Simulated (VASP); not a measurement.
# SiF in VASP: notebook

SiF is run at these levels: PBE, r2SCAN0; tasks: single point.

Everything below comes from runs of VASP 6.6.1. Logs are shortened: lines on timing, memory, paths and dates and some standing lists are left out, and cuts for length are marked.

### Step 1. The cell of the first run

Symmetry: R-3m, No. 166, trigonal system. Conventional cell: a = 2.677 Å, b = 2.677 Å, c = 11.695 Å, α = 90.00°, β = 90.00°, γ = 120.00°. Si (site symmetry -3m) has 6 F at 2.49 Å and 6 Si at 2.68 Å within 3.3 Å. F (site symmetry -3m) has 6 Si at 2.49 Å and 6 F at 2.68 Å within 3.3 Å.

### Step 2. Single point, PBE

INCAR reads:

```
PREC = Accurate
ENCUT = 520
EDIFF = 1E-6
ISMEAR = -1
SIGMA = 0.05
LREAL = F
LASPH = T
NELM = 80
ALGO = Normal
ISIF = 2
LWAVE = F
LCHARG = T
GGA = PE
LELF = T
LVHAR = T
NBANDS = 12
```

KPOINTS reads:

```
Automatic mesh
0
Gamma
  10 10 10
```

POSCAR reads:

```
SiF
1.0
    1.3386000000      0.7728400000      3.8983100000
   -1.3386000000      0.7728400000      3.8983100000
    0.0000000000     -1.5456800000      3.8983100000
Si F
1 1
Direct
    0.5000000000      0.5000000000      0.5000000000
    0.0000000000      0.0000000000      0.0000000000
```

Potentials or basis: VASP PAW PBE potentials, release 64 (Si, F).

Started as:

```
$ cat potpaw_PBE.64/Si/POTCAR potpaw_PBE.64/F/POTCAR > POTCAR
$ mpirun -np 1 vasp_std > vasp.out
```

OUTCAR:

```text
PREC = Accurate
   ENCUT = 520
   EDIFF = 1E-6
   ISMEAR = -1
   LREAL = F
   LASPH = T
   NELM = 80
   ISIF = 2
   GGA = PE

 ion  position               nearest neighbor table
   1  0.500  0.500  0.500-   2 2.49   2 2.49   2 2.49   2 2.49   2 2.49   2 2.49
   2  0.000  0.000  0.000-   1 2.49   1 2.49   1 2.49   1 2.49   1 2.49   1 2.49

  LATTYP: Found a trigonal (rhomboedric) cell.
 ALAT       =     4.1935608356
 COS(alpha) =     0.7962180369

  Lattice vectors:

 A1 = (   1.3386000000,   0.7728400000,   3.8983100000)
 A2 = (  -1.3386000000,   0.7728400000,   3.8983100000)
 A3 = (   0.0000000000,  -1.5456800000,   3.8983100000)

Analysis of symmetry for initial positions (statically):
=====================================================================
 Subroutine PRICEL returns:
 Original cell was already a primitive cell.

 Routine SETGRP: Setting up the symmetry group for a
 trigonal (rhombohedral) supercell.

 Subroutine GETGRP returns: Found 12 space group operations
 (whereof 12 operations were pure point group operations)
 out of a pool of 12 trial point group operations.

The static configuration has the point symmetry D_3d.

Analysis of symmetry for dynamics (positions and initial velocities):
=====================================================================
 Subroutine PRICEL returns:
 Original cell was already a primitive cell.

 Routine SETGRP: Setting up the symmetry group for a
 trigonal (rhombohedral) supercell.

 Subroutine GETGRP returns: Found 12 space group operations
 (whereof 12 operations were pure point group operations)
 out of a pool of 12 trial point group operations.

The dynamic configuration has the point symmetry D_3d.

 Subroutine INISYM returns: Found 12 space group operations
 (whereof 12 operations are pure point group operations),
 and found     1 'primitive' translations

----------------------------------------------------------------------------------------

                                     Primitive cell

  volume of cell :      24.1974

  direct lattice vectors                    reciprocal lattice vectors
     1.338600000  0.772840000  3.898310000     0.373524578  0.215654814  0.085507139
    -1.338600000  0.772840000  3.898310000    -0.373524578  0.215654814  0.085507139
     0.000000000 -1.545680000  3.898310000     0.000000000 -0.431309629  0.085507139

  length of vectors
     4.193560836  4.193560836  4.193560244     0.439703400  0.439703400  0.439703839

  position of ions in fractional coordinates (direct lattice)
     0.500000000  0.500000000  0.500000000
     0.000000000  0.000000000  0.000000000

  ion indices of the primitive-cell ions
   primitive index   ion index
                 1           1
                 2           2

----------------------------------------------------------------------------------------

 KPOINTS: Automatic mesh

Automatic generation of k-mesh.
 Grid dimensions read from file:
 generate k-points for:   10   10   10

 Generating k-lattice:

  Cartesian coordinates                     Fractional coordinates (reciprocal lattice)
     0.037352458  0.021565481  0.008550714     0.100000000  0.000000000 -0.000000000
    -0.037352458  0.021565481  0.008550714     0.000000000  0.100000000 -0.000000000
     0.000000000 -0.043130963  0.008550714    -0.000000000 -0.000000000  0.100000000

  Length of vectors
     0.043970340  0.043970340  0.043970384

  Shift w.r.t. Gamma in fractional coordinates (k-lattice)
     0.000000000  0.000000000  0.000000000

 Subroutine IBZKPT returns following result:
 ===========================================

 Found    116 irreducible k-points:

 Following reciprocal coordinates:
            Coordinates               Weight
  0.000000  0.000000  0.000000      1.000000
  0.100000  0.000000 -0.000000      6.000000
  0.200000  0.000000 -0.000000      6.000000
  0.300000  0.000000  0.000000      6.000000
  0.400000  0.000000 -0.000000      6.000000
  0.500000  0.000000 -0.000000      3.000000
[... 16 lines left out ...]
  0.300000  0.300000  0.000000      6.000000
  0.400000  0.300000 -0.000000     12.000000
 [... further k-points ...]
   k-points           NKPTS =    116   k-points in BZ     NKDIM =    116   number of bands    NBANDS=     12
   number of dos      NEDOS =    301   number of ions     NIONS =      2
   total plane-waves  NPLWV =  32768
   dimension x,y,z NGX =    32 NGY =   32 NGZ =   32
   dimension x,y,z NGXF=    64 NGYF=   64 NGZF=   64
   ions per type =               1   1
   NGX,Y,Z   is equivalent  to a cutoff of  12.69, 12.69, 12.69 a.u.
   NGXF,Y,Z  is equivalent  to a cutoff of  25.37, 25.37, 25.37 a.u.
 SYSTEM =  unknown system
   PREC   = accura    normal or accurate (medium, high low for compatibility)
   ISTART =      0    job   : 0-new  1-cont  2-samecut
   ICHARG =      2    charge: 1-file 2-atom 10-const
   ISPIN  =      1    spin polarized calculation?
   LNONCOLLINEAR =      F non collinear calculations
   LSORBIT =      F    spin-orbit coupling
   LASPH  =      T    aspherical Exc in radial PAW
   ENCUT  =  520.0 eV  38.22 Ry    6.18 a.u.   7.80  7.80  7.80*2*pi/ulx,y,z
   NELM   =     80;   NELMIN=  2; NELMDL= -5     # of ELM steps
   EDIFF  = 0.1E-05   stopping-criterion for ELM
   LREAL  =      F    real-space projection
   EDIFFG = 0.1E-04   stopping-criterion for IOM
   NSW    =      0    number of steps for IOM
   IBRION =     -1    ionic relax: 0-MD 1-quasi-New 2-CG
   NFREE  =      0    steps in history (QN), initial steepest desc. (CG)
   ISIF   =      2    stress and relaxation
   ISYM   =      2    0-nonsym 1-usesym 2-fastsym
   POTIM  = 0.5000    time-step for ionic-motion
   TEBEG  =    0.0;   TEEND  =   0.0 temperature during run
   PSTRESS=    0.0 pullay stress
   NELECT =      11.0000    total number of electrons
   NUPDOWN=      -1.0000    fix difference up-down
   EMIN   =  10.00;   EMAX   =-10.00  energy-range for DOS
   EFERMI =   0.00;   METHOD = LEGACY
   ISMEAR =    -1;   SIGMA  =   0.05  broadening in eV -4-tet -1-fermi 0-gaus
   EFERMI_NEDOS =   21; number of points for ismear=-14 and -15
   IALGO  =     38    algorithm
   IMIX   =      4    mixing-type and parameters
     AMIX     =   0.40;   BMIX     =  1.00
     AMIX_MAG =   1.60;   BMIX_MAG =  1.00
  volume/ion in A,a.u.               =      12.10        81.65
  Fermi-wavevector in a.u.,A,eV,Ry     =   1.258780  2.378749 21.558788  1.584526
  Thomas-Fermi vector in A             =   2.392372
   LORBIT       =      0    0 simple, 1 ext, 2 COOP (PROOUT), +10 PAW based schemes
   GGA     = PE    functional components
   LHFCALC =     F    Hartree Fock is set to
   AEXX    =    0.0000 exact exchange contribution
   IVDW    =     0    specifies the selected vdW correction
   LEPSILON=     F    determine dielectric tensor
   LRPA    =     F    only Hartree local field effects (RPA)
 non-spin polarized calculation
  energy-cutoff  :      520.00
  volume of cell :       24.20
 maximum number of plane-waves:       664
   NGX = 15   NGY = 15   NGZ = 15

 number of electron      10.9999997 magnetization

 Free energy of the ion-electron system (eV)
  ---------------------------------------------------
  ext. energy  EPLUGINS =         0.00000000
  ---------------------------------------------------
  free energy    TOTEN  =        -8.78667416 eV

  energy without entropy =       -8.78132691  energy(sigma->0) =       -8.78400054

 E-fermi :   6.4102     XC(G=0): -10.8087

 val. band max:        6.3904779623   @ k =   0.5000   0.2000  -0.0000
 cond. band min:       6.4183892763   @ k =  -0.2000   0.5000   0.2000
 fundamental gap:      0.0279113139
 Fermi energy:         6.4101630273

 k-point     1 :       0.0000    0.0000    0.0000
  band No.  band energies     occupation
      1     -17.3089      2.00000
      2      -4.1167      2.00000
      3      -0.6186      2.00000
      4       3.2686      2.00000
      5       3.2686      2.00000
      6       9.9703      0.00000
      7      14.3687      0.00000
      8      17.7369      0.00000
      9      17.7370      0.00000
     10      19.5045      0.00000
     11      19.5046      0.00000
     12      24.8742      0.00000

 k-point     2 :       0.1000    0.0000   -0.0000
  band No.  band energies     occupation
      1     -17.2384      2.00000
      2      -3.9341      2.00000
      3      -0.4359      2.00000
      4       2.9942      2.00000
      5       3.2108      2.00000
      6       9.8899      0.00000
      7      14.2980      0.00000
      8      15.9224      0.00000
      9      16.3932      0.00000
     10      19.5434      0.00000
     11      21.2753      0.00000
     12      23.0962      0.00000

 k-point     3 :       0.2000    0.0000   -0.0000
  band No.  band energies     occupation
      1     -17.0495      2.00000
      2      -3.3962      2.00000
      3       0.0515      2.00000
      4       2.3608      2.00000
      5       3.0626      2.00000
      6       9.6058      0.00000
      7      11.7908      0.00000
      8      14.8537      0.00000
      9      15.8241      0.00000
     10      19.0106      0.00000
     11      20.6958      0.00000
     12      23.9096      0.00000
[... 286 lines left out ...]
 k-point    23 :       0.3000    0.3000    0.0000
  band No.  band energies     occupation
      1     -16.7934      2.00000
      2      -2.8388      2.00000
      3       0.5717      2.00000
      4       2.3744      2.00000
      5       2.8419      2.00000
      6       7.6611      0.00000
      7      10.3068      0.00000
      8      14.0698      0.00000
      9      15.2830      0.00000
     10      18.0468      0.00000
     11      20.5719      0.00000
     12      23.3651      0.00000

 k-point    24 :       0.4000    0.3000   -0.0000
  band No.  band energies     occupation
      1     -16.6538      2.00000
      2      -2.1451      2.00000
      3       0.4675      2.00000
      4       2.4356      2.00000
      5       2.6610      2.00000
      6       6.6442      0.01837
      7      10.4873      0.00000
      8      11.4564      0.00000
      9      16.1991      0.00000
     10      17.9218      0.00000
     11      21.2110      0.00000
     12      22.5370      0.00000

 [... further k-points ...]
[... 5 lines left out ...]
  --------------------------------------------------------------------------------------
  -------------------------------------------------------------------------------------
  Total       -0.0503628     -0.0503626      0.0084458      0.0000000     -0.0000000     -0.0000000
  in kB       -3.3346638     -3.3346546      0.5592230      0.0000000     -0.0000000     -0.0000000
  external PRESSURE =      -2.0366985 kB  Pullay stress =       0.0000000 kB

 VOLUME and BASIS-vectors are now :
 -----------------------------------------------------------------------------
  energy-cutoff  :      520.00
  volume of cell :       24.20
      direct lattice vectors                 reciprocal lattice vectors
     1.338600000  0.772840000  3.898310000     0.373524578  0.215654814  0.085507139
    -1.338600000  0.772840000  3.898310000    -0.373524578  0.215654814  0.085507139
     0.000000000 -1.545680000  3.898310000     0.000000000 -0.431309629  0.085507139

 POSITION                                       TOTAL-FORCE (eV/Angst)
 -----------------------------------------------------------------------------------
      0.00000      0.00000      5.84746         0.000000     -0.000000      0.000000
      0.00000      0.00000      0.00000         0.000000      0.000000     -0.000000
 -----------------------------------------------------------------------------------
    total drift:                               -0.000000     -0.000000     -0.000000

  FREE ENERGIE OF THE ION-ELECTRON SYSTEM (eV)
  ---------------------------------------------------
  free  energy   TOTEN  =        -8.7866741583 eV

  energy  without entropy=       -8.7813269135  energy(sigma->0) =       -8.78400054
```

Run time: 51 s. Hardware: 1 thread of Intel Xeon 8259CL, shared host; peak memory 0.18 GiB.

Results:

```yaml
Free_energy: -8.7867 eV
Pressure: -0.2 GPa
```

Levels at points of the mesh, in eV from the Fermi level:
```
           k point  band 3  band 4  band 5  band 6  band 7  band 8
(0.00, 0.00, 0.00)   -7.03   -3.14   -3.14    3.56    7.96   11.33
(0.50, 0.00, 0.00)   -5.50   -4.26   -3.72   -1.76    3.19    6.38
(0.50, 0.50, 0.00)   -6.30   -4.69   -3.79   -1.27    5.54    6.82
(0.50, 0.50, 0.50)   -3.16   -3.16   -2.95   -0.52   10.96   10.96
```

Caveat: an odd number of electrons without spin polarisation forces a metal; a magnetic or distorted state may lie lower.

### Step 3. Single point, PBE

This run uses another cell than the first one, of 12.22 Å³/atom, 1.010 times its volume.

INCAR reads:

```
  PREC = Accurate
  ENCUT = 520
  EDIFF = 1E-7
  ISMEAR = -1
  SIGMA = 0.05
  LREAL = F
  LASPH = T
  NELM = 60
  ALGO = Normal
  ISIF = 2
  LWAVE = F
  LCHARG = F
  GGA = PE
  NBANDS = 12
```

KPOINTS reads:

```
regular mesh
0
Gamma
  10 10 10
```

POSCAR reads:

```
SiF
1.0
    1.3386000000      0.7728400000      3.9372931000
   -1.3386000000      0.7728400000      3.9372931000
    0.0000000000     -1.5456800000      3.9372931000
Si F
1 1
Direct
    0.5000000000      0.5000000000      0.5000000000
    0.0000000000      0.0000000000      0.0000000000
```

Potentials or basis: VASP PAW PBE potentials, release 64 (Si, F).

Started as:

```
$ cat potpaw_PBE.64/Si/POTCAR potpaw_PBE.64/F/POTCAR > POTCAR
$ mpirun -np 1 vasp_std > vasp.out
```

OUTCAR:

```text
PREC = Accurate
   ENCUT = 520
   EDIFF = 1E-7
   ISMEAR = -1
   LREAL = F
   LASPH = T
   NELM = 60
   ISIF = 2
   GGA = PE

 ion  position               nearest neighbor table
   1  0.500  0.500  0.500-   2 2.50   2 2.50   2 2.50   2 2.50   2 2.50   2 2.50
   2  0.000  0.000  0.000-   1 2.50   1 2.50   1 2.50   1 2.50   1 2.50   1 2.50

  LATTYP: Found a trigonal (rhomboedric) cell.
 ALAT       =     4.2298237057
 COS(alpha) =     0.7996971617

  Lattice vectors:

 A1 = (   1.3386000000,   0.7728400000,   3.9372931000)
 A2 = (  -1.3386000000,   0.7728400000,   3.9372931000)
 A3 = (   0.0000000000,  -1.5456800000,   3.9372931000)

Analysis of symmetry for initial positions (statically):
=====================================================================
 Subroutine PRICEL returns:
 Original cell was already a primitive cell.

 Routine SETGRP: Setting up the symmetry group for a
 trigonal (rhombohedral) supercell.

 Subroutine GETGRP returns: Found 12 space group operations
 (whereof 12 operations were pure point group operations)
 out of a pool of 12 trial point group operations.

The static configuration has the point symmetry D_3d.

Analysis of symmetry for dynamics (positions and initial velocities):
=====================================================================
 Subroutine PRICEL returns:
 Original cell was already a primitive cell.

 Routine SETGRP: Setting up the symmetry group for a
 trigonal (rhombohedral) supercell.

 Subroutine GETGRP returns: Found 12 space group operations
 (whereof 12 operations were pure point group operations)
 out of a pool of 12 trial point group operations.

The dynamic configuration has the point symmetry D_3d.

 Subroutine INISYM returns: Found 12 space group operations
 (whereof 12 operations are pure point group operations),
 and found     1 'primitive' translations

----------------------------------------------------------------------------------------
[... 115 lines left out ...]
  Fermi-wavevector in a.u.,A,eV,Ry     =   1.254611  2.370872 21.416250  1.574050
  Thomas-Fermi vector in A             =   2.388408
   LORBIT       =      0    0 simple, 1 ext, 2 COOP (PROOUT), +10 PAW based schemes
   GGA     = PE    functional components
   LHFCALC =     F    Hartree Fock is set to
   AEXX    =    0.0000 exact exchange contribution
   IVDW    =     0    specifies the selected vdW correction
   LEPSILON=     F    determine dielectric tensor
   LRPA    =     F    only Hartree local field effects (RPA)
 non-spin polarized calculation
  energy-cutoff  :      520.00
  volume of cell :       24.44
 maximum number of plane-waves:       671
   NGX = 15   NGY = 15   NGZ = 15

 number of electron      10.9999998 magnetization

 Free energy of the ion-electron system (eV)
  ---------------------------------------------------
  ext. energy  EPLUGINS =         0.00000000
  ---------------------------------------------------
  free energy    TOTEN  =        -8.78448947 eV

  energy without entropy =       -8.77949291  energy(sigma->0) =       -8.78199119

 E-fermi :   6.2145     XC(G=0): -10.7616

 val. band max:        6.2095991334   @ k =  -0.2000   0.5000   0.2000
 cond. band min:       6.2778556063   @ k =   0.4000   0.4000   0.4000
 fundamental gap:      0.0682564729
 Fermi energy:         6.2145290217

 k-point     1 :       0.0000    0.0000    0.0000
  band No.  band energies     occupation
      1     -17.3135      2.00000
      2      -4.3177      2.00000
      3      -0.6675      2.00000
      4       3.2582      2.00000
      5       3.2582      2.00000
      6       9.7159      0.00000
      7      14.2502      0.00000
      8      17.5674      0.00000
      9      17.5675      0.00000
     10      19.3582      0.00000
     11      19.3582      0.00000
     12      24.8027      0.00000
[... 331 lines left out ...]
 k-point    24 :       0.4000    0.3000   -0.0000
  band No.  band energies     occupation
      1     -16.6657      2.00000
      2      -2.2436      2.00000
      3       0.4617      2.00000
      4       2.3789      2.00000
      5       2.6022      2.00000
      6       6.4636      0.01364
      7      10.2622      0.00000
      8      11.2735      0.00000
      9      16.0548      0.00000
     10      17.7389      0.00000
     11      21.0192      0.00000
     12      22.3222      0.00000

 [... further k-points ...]
[... 5 lines left out ...]
  --------------------------------------------------------------------------------------
  -------------------------------------------------------------------------------------
  Total       -0.0709748     -0.0709746     -0.5310333      0.0000000      0.0000000      0.0000000
  in kB       -4.6529168     -4.6529039    -34.8131187      0.0000000      0.0000000      0.0000000
  external PRESSURE =     -14.7063131 kB  Pullay stress =       0.0000000 kB

 VOLUME and BASIS-vectors are now :
 -----------------------------------------------------------------------------
  energy-cutoff  :      520.00
  volume of cell :       24.44
      direct lattice vectors                 reciprocal lattice vectors
     1.338600000  0.772840000  3.937293100     0.373524578  0.215654814  0.084660533
    -1.338600000  0.772840000  3.937293100    -0.373524578  0.215654814  0.084660533
     0.000000000 -1.545680000  3.937293100     0.000000000 -0.431309629  0.084660533

 POSITION                                       TOTAL-FORCE (eV/Angst)
 -----------------------------------------------------------------------------------
      0.00000      0.00000      5.90594         0.000000      0.000000      0.000000
      0.00000      0.00000      0.00000        -0.000000     -0.000000      0.000000
 -----------------------------------------------------------------------------------
    total drift:                               -0.000000     -0.000000     -0.000000

  FREE ENERGIE OF THE ION-ELECTRON SYSTEM (eV)
  ---------------------------------------------------
  free  energy   TOTEN  =        -8.7844894684 eV

  energy  without entropy=       -8.7794929070  energy(sigma->0) =       -8.78199119
```

Run time: 63 s. Hardware: 1 thread of Intel Xeon 8259CL, shared host; peak memory 0.18 GiB.

Results:

```yaml
Free_energy: -8.7845 eV
Pressure: -1.5 GPa
```

Stress tensor (GPa, compression positive):
```
-0.47  0.00  0.00
 0.00 -0.47  0.00
 0.00  0.00 -3.48
```

Levels at points of the mesh, in eV from the Fermi level:
```
           k point  band 1  band 2  band 3  band 4  band 5  band 6  band 7  band 8  band 9  band 10
(0.00, 0.00, 0.00)  -23.53  -10.53   -6.88   -2.96   -2.96    3.50    8.04   11.35   11.35    13.14
(0.50, 0.00, 0.00)  -22.75   -7.52   -5.33   -4.24   -3.53   -1.77    3.22    6.42    8.71    10.22
(0.50, 0.50, 0.00)  -22.73   -7.07   -6.11   -4.66   -3.59   -1.28    5.51    6.87    6.93     8.65
(0.50, 0.50, 0.50)  -23.44  -12.05   -2.97   -2.97   -2.92   -0.53   11.02   11.02   12.36    13.54
```

Caveat: an odd number of electrons without spin polarisation forces a metal; a magnetic or distorted state may lie lower.

(Continued in part 2 of 2.)
